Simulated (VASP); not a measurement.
Runs of VASP 6.6.1 on Pd. The structure is that of space group Fm-3m (No. 225), or close to it. The cells are those of the table. 

```tsv
task	cell	cutoff (eV)	gap on the mesh (eV)	pressure (GPa)
single point	a = 2.691 Å, angles 60.0°, 1 atom	520	none	(a)
single point	a = 2.665 Å, angles 60.0°, 1 atom	520	none	15.3
relaxation of cell and atoms	relaxed to 1 GPa from a = 2.717 Å, angles 60.0°, 1 atom	600	none	1.0
single point	a = 2.709 Å, angles 60.0°, 1 atom	520	none	2.3
relaxation of cell and atoms	relaxed to 7 GPa from a = 2.717 Å, angles 60.0°, 1 atom	600	none	7.0
relaxation of cell and atoms	relaxed to 4 GPa from a = 2.717 Å, angles 60.0°, 1 atom	600	none	4.0
relaxation of cell and atoms	relaxed to 2 GPa from a = 2.717 Å, angles 60.0°, 1 atom	600	none	2.0
single point	a = 2.717 Å, angles 60.0°, 1 atom	520	none	0.2
```

Alike in all rows: level LDA; potentials or basis VASP PAW LDA potentials, release 64 (Pd); no spin polarisation; k mesh 24 × 24 × 24; smearing fermi-dirac 0.1 eV.

**Question.** Fill in the values left out.

**Answer.** (a) 7.3.

Caveats: the cell is relaxed towards a set pressure, so the enthalpy falls and the energy may rise (some runs).

A k mesh can miss the band edges, and the runs leave out spin-orbit coupling on Pd.

A gap of «none» marks levels without a gap at the run's occupations.
